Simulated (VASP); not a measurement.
# C in VASP: a series of runs, part 2 of 2

VASP 6.6.1. The steps go on from the part before.

## Step 4: Single point, PBEsol

Contents of INCAR:

```
SYSTEM = C
PREC = Accurate
ENCUT = 520
EDIFF = 1E-7
ISMEAR = 1
SIGMA = 0.1
LREAL = .FALSE.
LASPH = .TRUE.
NELM = 80
ALGO = Normal
ISIF = 2
LWAVE = .FALSE.
LCHARG = .FALSE.
GGA = PS
NBANDS = 16
```

Contents of KPOINTS:

```
Automatic mesh
0
G
  12 12 2
  0 0 0
```

Contents of POSCAR:

```
C
1.0
    2.4562280000      0.0000000000      0.0000000000
   -1.2281140000      2.1271550000      0.0000000000
    0.0000000000      0.0000000000     24.1339600000
C
4
Direct
    0.0000000000      0.0000000000      0.5704690000
    0.0000000000      0.0000000000      0.4295310000
    0.3333333333      0.6666666667      0.4295250000
    0.6666666667      0.3333333333      0.5704750000
```

Potentials or basis: VASP PAW PBE potentials, release 64 (C).

Run with:

```sh
$ cat potpaw_PBE.64/C/POTCAR > POTCAR
$ mpirun -np 1 vasp_std > vasp.out
```

OUTCAR:

```text
SYSTEM = C
   PREC = Accurate
   ENCUT = 520
   EDIFF = 1E-7
   ISMEAR = 1
   LREAL = .FALSE.
   LASPH = .TRUE.
   NELM = 80
   ISIF = 2
   GGA = PS

 ion  position               nearest neighbor table
   1  0.000  0.000  0.570-   4 1.42   4 1.42   4 1.42
   2  0.000  0.000  0.430-   3 1.42   3 1.42   3 1.42
   3  0.333  0.667  0.430-   2 1.42   2 1.42   2 1.42
   4  0.667  0.333  0.570-   1 1.42   1 1.42   1 1.42

  LATTYP: Found a hexagonal cell.
 ALAT       =     2.4562280000
 C/A-ratio  =     9.8256187943

  Lattice vectors:

 A1 = (   2.4562280000,   0.0000000000,   0.0000000000)
 A2 = (  -1.2281140000,   2.1271550000,   0.0000000000)
 A3 = (   0.0000000000,   0.0000000000,  24.1339600000)

Analysis of symmetry for initial positions (statically):
=====================================================================
 Subroutine PRICEL returns:
 Original cell was already a primitive cell.

 Routine SETGRP: Setting up the symmetry group for a
 hexagonal supercell.

 Subroutine GETGRP returns: Found 12 space group operations
 (whereof 12 operations were pure point group operations)
 out of a pool of 24 trial point group operations.

The static configuration has the point symmetry D_3d.

Analysis of symmetry for dynamics (positions and initial velocities):
=====================================================================
 Subroutine PRICEL returns:
 Original cell was already a primitive cell.

 Routine SETGRP: Setting up the symmetry group for a
 hexagonal supercell.

 Subroutine GETGRP returns: Found 12 space group operations
 (whereof 12 operations were pure point group operations)
 out of a pool of 24 trial point group operations.

The dynamic configuration has the point symmetry D_3d.

 Subroutine INISYM returns: Found 12 space group operations
 (whereof 12 operations are pure point group operations),
 and found     1 'primitive' translations
[... 118 lines left out ...]
     AMIX     =   0.40;   BMIX     =  1.00
     AMIX_MAG =   1.60;   BMIX_MAG =  1.00
  volume/ion in A,a.u.               =      31.52       212.73
  Fermi-wavevector in a.u.,A,eV,Ry     =   0.822652  1.554586  9.207823  0.676756
  Thomas-Fermi vector in A             =   1.934024
   LORBIT       =      0    0 simple, 1 ext, 2 COOP (PROOUT), +10 PAW based schemes
   GGA     = PS    functional components
   LHFCALC =     F    Hartree Fock is set to
   AEXX    =    0.0000 exact exchange contribution
   IVDW    =     0    specifies the selected vdW correction
   LEPSILON=     F    determine dielectric tensor
   LRPA    =     F    only Hartree local field effects (RPA)
 non-spin polarized calculation
 Methfessel and Paxton  Order N= 1 SIGMA  =   0.10
  energy-cutoff  :      520.00
  volume of cell :      126.09
 maximum number of plane-waves:      3452
   NGX =  9   NGY =  9   NGZ = 89

 number of electron      15.9999997 magnetization

 Free energy of the ion-electron system (eV)
  ---------------------------------------------------
  ext. energy  EPLUGINS =         0.00000000
  ---------------------------------------------------
  free energy    TOTEN  =       -38.56362253 eV

  energy without entropy =      -38.56283966  energy(sigma->0) =      -38.56336157

 E-fermi :  -1.8152     XC(G=0):  -3.2651

 val. band max:       -1.8151830212   @ k =   0.3333   0.3333   0.0000
 cond. band min:      -1.8151724266   @ k =   0.3333   0.3333   0.5000
 fundamental gap:      0.0000105946
 Fermi energy:        -1.8151800545

 k-point     1 :       0.0000    0.0000    0.0000
  band No.  band energies     occupation
      1     -21.4477      2.00000
      2     -21.3092      2.00000
      3      -9.9916      2.00000
      4      -9.0606      2.00000
      5      -4.8020      2.00000
      6      -4.8020      2.00000
[... 433 lines left out ...]
      3     -11.4639      2.00000
      4     -11.4034      2.00000
      5      -7.5995      2.00000
      6      -7.5766      2.00000
[... 8 lines left out ...]
     15       6.4185      0.00000
     16       6.7316      0.00000

 [... further k-points ...]

------------------------ aborting loop because EDIFF is reached ----------------------------------------

  FORCE on cell =-STRESS in cart. coord.  units (eV):
  Direction    XX          YY          ZZ          XY          YZ          ZX
  --------------------------------------------------------------------------------------
  -------------------------------------------------------------------------------------
  Total        0.5309396      0.5309392      0.0656397      0.0000000      0.0000000      0.0000000
  in kB        6.7462019      6.7461965      0.8340280      0.0000000      0.0000000      0.0000000
  external PRESSURE =       4.7754755 kB  Pullay stress =       0.0000000 kB

 VOLUME and BASIS-vectors are now :
 -----------------------------------------------------------------------------
  energy-cutoff  :      520.00
  volume of cell :      126.09
      direct lattice vectors                 reciprocal lattice vectors
     2.456228000  0.000000000  0.000000000     0.407128328  0.235055743  0.000000000
    -1.228114000  2.127155000  0.000000000     0.000000000  0.470111487  0.000000000
     0.000000000  0.000000000 24.133960000     0.000000000  0.000000000  0.041435388

 POSITION                                       TOTAL-FORCE (eV/Angst)
 -----------------------------------------------------------------------------------
      0.00000      0.00000     13.76768        -0.000000      0.000000      0.003324
      0.00000      0.00000     10.36628         0.000000     -0.000000     -0.003324
     -0.00000      1.41810     10.36614        -0.000000      0.000000     -0.022070
      1.22811      0.70905     13.76782         0.000000      0.000000      0.022070
 -----------------------------------------------------------------------------------
    total drift:                               -0.000000      0.000000      0.000000

  FREE ENERGIE OF THE ION-ELECTRON SYSTEM (eV)
  ---------------------------------------------------
  free  energy   TOTEN  =       -38.5636225286 eV

  energy  without entropy=      -38.5628396585  energy(sigma->0) =      -38.56336157
```

OSZICAR:

```text
N       E                     dE             d eps       ncg     rms          rms(c)
DAV:   1     0.107005527609E+03    0.10701E+03   -0.63576E+03  1232   0.780E+02
DAV:   2    -0.295053112048E+02   -0.13651E+03   -0.12033E+03  1784   0.184E+02
DAV:   3    -0.408443706689E+02   -0.11339E+02   -0.11230E+02  1624   0.599E+01
[... 16 lines left out ...]
DAV:  20    -0.385636219114E+02   -0.22700E-06   -0.27845E-09  1328   0.254E-04    0.803E-05
DAV:  21    -0.385636222605E+02   -0.34901E-06   -0.41448E-09  1112   0.237E-04    0.453E-05
DAV:  22    -0.385636223810E+02   -0.12055E-06   -0.48966E-10  1168   0.970E-05    0.526E-05
DAV:  23    -0.385636225167E+02   -0.13572E-06   -0.35621E-10  1032   0.769E-05    0.148E-05
DAV:  24    -0.385636225286E+02   -0.11833E-07   -0.21263E-11  1240   0.342E-05
   1 F= -.38563623E+02 E0= -.38563362E+02  d E =-.782870E-03
```

Run time: 59 s. Hardware: 1 thread of Intel Xeon 6975P-C (Granite Rapids), shared host; peak memory 0.24 GiB.

Results:

```
Free energy            : -38.5636 eV
Largest force          : 0.022 eV/Å
Band gap on the k mesh : zero (filled and empty bands touch)
```

Forces on the atoms (eV/Å):
```
C    0.000  0.000  0.003
C    0.000  0.000 -0.003
C    0.000  0.000 -0.022
C    0.000  0.000  0.022
```

Caveat: the PAW data sets were made with another functional, which shifts forces and pressure a little.

## Step 5: Single point, PBEsol

Contents of INCAR:

```
SYSTEM = C
PREC = Accurate
ENCUT = 520
EDIFF = 1E-7
ISMEAR = 1
SIGMA = 0.05
LREAL = .False.
LASPH = .True.
NELM = 100
ALGO = Normal
ISIF = 2
LWAVE = .False.
LCHARG = .False.
GGA = PS
NBANDS = 16
```

Contents of KPOINTS:

```
Automatic mesh
0
Gamma
  12 12 2
  0 0 0
```

POSCAR is that of step 4.

Run with:

```sh
$ cat potpaw_PBE.64/C/POTCAR > POTCAR
$ mpirun -np 1 vasp_std > vasp.out
```

Run time: 58 s. Hardware: 1 thread of Intel Xeon 6975P-C (Granite Rapids), shared host; peak memory 0.24 GiB.

The run converged. Its results:

* Free energy: -38.5632 eV
* Largest force: 0.022 eV/Å
* Band gap on the k mesh: zero (filled and empty bands touch)

Forces in eV/Å, atoms in the order of the input:
```
C    0.000  0.000  0.003
C    0.000  0.000 -0.003
C    0.000  0.000 -0.022
C    0.000  0.000  0.022
```

Levels at points of the mesh, in eV from the Fermi level:
```tsv
k point	band 4	band 5	band 6	band 7	band 8	band 9	band 10	band 11	band 12	band 13
(0.00, 0.00, 0.00)	-7.25	-2.99	-2.99	-2.98	-2.98	3.48	3.91	4.47	5.16	5.48
(0.50, 0.00, 0.00)	-13.28	-6.43	-6.40	-2.57	-2.23	1.51	1.86	7.38	7.57	11.23
(0.00, 0.00, 0.50)	-7.25	-2.99	-2.99	-2.98	-2.98	3.48	3.89	4.56	4.91	5.96
(0.50, 0.00, 0.50)	-13.28	-6.43	-6.40	-2.57	-2.23	1.51	1.86	7.38	7.57	11.23
```

Caveat: the PAW data sets were made with another functional, which shifts forces and pressure a little.

## Step 6: Overview

```tsv
smearing	gap on the mesh (eV)	largest force (eV/Å)
methfessel-paxton 0.3 eV	none	0.02
methfessel-paxton 0.2 eV	none	0.02
methfessel-paxton 0.1 eV	none	0.02
methfessel-paxton 0.05 eV	none	0.02
```

Alike in all rows: task single point; level PBEsol; potentials or basis VASP PAW PBE potentials, release 64 (C); no spin polarisation; cell as given; k mesh 12 × 12 × 2; cutoff (eV) 520.

Every run on the cell as given and a fine mesh finds a metal.

Caveats: the PAW data sets were made with another functional, which shifts forces and pressure a little.

Total energies depend on the potentials used, so only differences within one code and one set of settings carry meaning.
